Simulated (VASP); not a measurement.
# Ga2S5 (P-3m1) in VASP: a series of runs, part 2 of 2

VASP 6.6.1. The steps go on from the part before.

### Step 4. Relaxation of cell and atoms, PBE

INCAR reads:

```
SYSTEM = Ga2S5
ALGO = Normal
EDIFF = 1E-6
EDIFFG = -0.04
ENCUT = 600
GGA = PE
IBRION = 2
ISIF = 3
ISMEAR = 0
LASPH = .True.
LCHARG = .False.
LREAL = .False.
LWAVE = .False.
NELM = 100
NSW = 90
PREC = Accurate
SIGMA = 0.1
```

KPOINTS reads:

```
k-points
0
Gamma
  3 3 4
  0 0 0
```

POSCAR reads:

```
Ga2S5
1.0
    6.8969246500      0.0000000000      0.0000000000
   -3.4484623300      5.9729119600      0.0000000000
    0.0000000000      0.0000000000      4.1504672900
Ga S
2 5
Direct
    0.3333333300      0.6666666700      0.5000000000
    0.6666666700      0.3333333300      0.5000000000
    0.3333333300      0.6666666700      0.0843278500
    0.0000000000      0.5000000000      0.5000000000
    0.5000000000      0.5000000000      0.5000000000
    0.5000000000      0.0000000000      0.5000000000
    0.6666666700      0.3333333300      0.9156721500
```

Run with:

```console
cat potpaw_PBE.64/Ga_d/POTCAR potpaw_PBE.64/S/POTCAR > POTCAR
mpirun -np 1 vasp_std > vasp.out
```

Wall time 22 min (1 thread of Intel Xeon 6975P-C (Granite Rapids), shared host); peak memory 0.37 GiB.

The run converged. Its results:

```
Free energy                           : -25.3728 eV
Relaxed volume                        : 33.04 Å³/atom
Relaxed cell                          : a = 7.001 Å, b = 7.001 Å, c = 5.448 Å, α = 90.00°, β = 90.00°, γ = 120.00°
Space group after relaxing (to 0.1 Å) : P-3m1 (No. 164)
Pressure after relaxing               : 0.0 GPa
Largest force after relaxing          : 0.032 eV/Å
Band gap on the k mesh                : zero (bands 28 and 29 overlap by 0.87 eV)
```

Forces in eV/Å, atoms in the order of the input:
```
Ga   0.000  0.000 -0.019
Ga   0.000  0.000  0.019
S    0.000  0.000 -0.032
S    0.000  0.000  0.000
S    0.000  0.000  0.000
S    0.000  0.000  0.000
S    0.000  0.000  0.032
```

Stress tensor (GPa, compression positive):
```
 0.03  0.00  0.00
 0.00  0.03  0.00
 0.00  0.00 -0.10
```

Final structure:
```
CELL_PARAMETERS angstrom
7.00135 0.00000 0.00000
-3.50068 6.06335 0.00000
0.00000 0.00000 5.44752
ATOMIC_POSITIONS crystal
Ga 0.33333 0.66667 0.77154
Ga 0.66667 0.33333 0.22846
S 0.33333 0.66667 0.26321
S 0.00000 0.50000 0.50000
S 0.50000 0.50000 0.50000
S 0.50000 0.00000 0.50000
S 0.66667 0.33333 0.73679
```

Levels at points of the mesh, in eV from the Fermi level:
| k point | band 25 | band 26 | band 27 | band 28 | band 29 | band 30 | band 31 | band 32 |
| --- | --- | --- | --- | --- | --- | --- | --- | --- |
| (0.00, 0.00, 0.00) | -1.87 | -1.77 | -1.77 | -0.80 | 0.80 | 2.19 | 2.19 | 2.31 |
| (0.00, 0.00, 0.50) | -1.76 | -1.76 | -1.02 | -0.79 | 0.03 | 2.24 | 2.24 | 2.48 |

Caveat: the k points lie up to 0.35 Å⁻¹ apart in the final cell, too coarse for converged energies and pressures of a metal; the volume moved by over 15 % at a fixed basis, so the end points are rough.

### Step 5. Single point, PBE

This run uses another cell than the first one, of 33.29 Å³/atom.

INCAR reads:

```
ALGO = Normal
EDIFF = 1E-7
ENCUT = 520
GGA = PE
ISIF = 2
ISMEAR = 0
LASPH = True
LCHARG = False
LREAL = False
LWAVE = False
NBANDS = 37
NELM = 80
PREC = Accurate
SIGMA = 0.1
```

KPOINTS reads:

```
k-points
0
Gamma
  6 6 8
```

POSCAR reads:

```
Ga2S5
1.0
    7.1222890364      0.0000000000      0.0000000000
   -3.5611445182      6.1680832386      0.0000000000
    0.0000000000      0.0000000000      5.3036974965
Ga S
2 5
Direct
    0.3333333333      0.6666666667      0.7680256015
    0.6666666667      0.3333333333      0.2319743985
    0.3333333333      0.6666666667      0.2600020642
    0.0000000000      0.5000000000      0.5000000000
    0.5000000000      0.5000000000      0.5000000000
    0.5000000000      0.0000000000      0.5000000000
    0.6666666667      0.3333333333      0.7399979358
```

Potentials or basis: VASP PAW PBE potentials, release 64 (Ga_d, S).

Run with:

```console
cat potpaw_PBE.64/Ga_d/POTCAR potpaw_PBE.64/S/POTCAR > POTCAR
mpirun -np 1 vasp_std > vasp.out
```

OUTCAR:

```text
EDIFF = 1E-7
   ENCUT = 520
   GGA = PE
   ISIF = 2
   ISMEAR = 0
   LASPH = True
   LREAL = False
   NELM = 80
   PREC = Accurate

 ion  position               nearest neighbor table
   1  0.333  0.667  0.768-   6 2.50   4 2.50   5 2.50   3 2.61   3 2.69
   2  0.667  0.333  0.232-   6 2.50   4 2.50   5 2.50   7 2.61   7 2.69
   3  0.333  0.667  0.260-   6 2.42   4 2.42   5 2.42   1 2.61   1 2.69
   4  0.000  0.500  0.500-   3 2.42   7 2.42   1 2.50   2 2.50
[... 1173 lines left out ...]
  -------------------------------------------------------------------------------------
  Total       -0.0585393     -0.0585393     -0.0026093      0.0000000      0.0000000      0.0000000
  in kB       -0.4025406     -0.4025406     -0.0179426      0.0000000      0.0000000      0.0000000
  external PRESSURE =      -0.2743413 kB  Pullay stress =       0.0000000 kB

 VOLUME and BASIS-vectors are now :
 -----------------------------------------------------------------------------
  energy-cutoff  :      520.00
  volume of cell :      233.00
      direct lattice vectors                 reciprocal lattice vectors
     7.122289036  0.000000000  0.000000000     0.140404299  0.081062460  0.000000000
    -3.561144518  6.168083239  0.000000000     0.000000000  0.162124920  0.000000000
     0.000000000  0.000000000  5.303697496     0.000000000  0.000000000  0.188547707

 POSITION                                       TOTAL-FORCE (eV/Angst)
 -----------------------------------------------------------------------------------
     -0.00000      4.11206      4.07338        -0.000000      0.000000      0.002237
      3.56114      2.05603      1.23032         0.000000     -0.000000     -0.002237
     -0.00000      4.11206      1.37897         0.000000      0.000000      0.019577
     -1.78057      3.08404      2.65185         0.000000      0.000000      0.000000
      1.78057      3.08404      2.65185         0.000000      0.000000      0.000000
      3.56114      0.00000      2.65185         0.000000      0.000000      0.000000
      3.56114      2.05603      3.92473         0.000000     -0.000000     -0.019577
 -----------------------------------------------------------------------------------
    total drift:                                0.000000      0.000000      0.000000

  FREE ENERGIE OF THE ION-ELECTRON SYSTEM (eV)
  ---------------------------------------------------
  free  energy   TOTEN  =       -25.3803746428 eV

  energy  without entropy=      -25.3755640940  energy(sigma->0) =      -25.37796937
```

stdout:

```text
POSCAR found type information on POSCAR GaS
 POSCAR found :  2 types and       7 ions
 scaLAPACK will be used
 LDA part: xc-table for (Slater+PW92), standard interpolation
 POSCAR, INCAR and KPOINTS ok, starting setup
 FFT: planning ... GRIDC
 FFT: planning ... GRID_SOFT
 FFT: planning ... GRID
 WAVECAR not read
 entering main loop
```

Wall time 3.5 min (1 thread of Intel Xeon 6975P-C (Granite Rapids), shared host); peak memory 0.49 GiB.

What came out:

| Quantity | Value |
| --- | --- |
| Free energy | -25.3804 eV |
| Pressure | 0.0 GPa |
| Largest force | 0.020 eV/Å |
| Band gap on the k mesh | zero (bands 28 and 29 overlap by 0.65 eV) |

Forces in eV/Å, atoms in the order of the input:
```
Ga   0.000  0.000  0.002
Ga   0.000  0.000 -0.002
S    0.000  0.000  0.020
S    0.000  0.000  0.000
S    0.000  0.000  0.000
S    0.000  0.000  0.000
S    0.000  0.000 -0.020
```

### Step 6. Summary

| task | cell | k mesh | cutoff (eV) | gap on the mesh (eV) | pressure (GPa) | largest force (eV/Å) |
| --- | --- | --- | --- | --- | --- | --- |
| single point | a = 6.897, b = 6.897, c = 4.150 Å, angles 90.0, 90.0, 120.0°, 7 atoms, atomic positions A | 3 × 3 × 4 | 520 | none | 48.6 | 19.18 |
| single point | a = 6.990, b = 6.990, c = 5.427 Å, angles 90.0, 90.0, 120.0°, 7 atoms, atomic positions B | 3 × 3 × 4 | 520 | none | 0.1 | 0.03 |
| relaxation of cell and atoms | relaxed from a = 6.897, b = 6.897, c = 4.150 Å, angles 90.0, 90.0, 120.0°, 7 atoms, atomic positions A | 3 × 3 × 4 | 600 | none | 0.0 | 0.03 |
| single point | a = 7.122, b = 7.122, c = 5.304 Å, angles 90.0, 90.0, 120.0°, 7 atoms, atomic positions C | 6 × 6 × 8 | 520 | none | 0.0 | 0.02 |

Alike in all rows: level PBE; potentials or basis VASP PAW PBE potentials, release 64 (Ga_d, S); no spin polarisation; smearing gaussian 0.1 eV.

Caveats: some runs use coarse meshes; forces of over 1 eV/Å act on the atoms, so gaps and moduli don't describe the material at rest (at least some runs); the volume moved by over 15 % at a fixed basis, so the end points are rough (at least some runs).

Absolute energies hang on the potentials; compare differences alone.
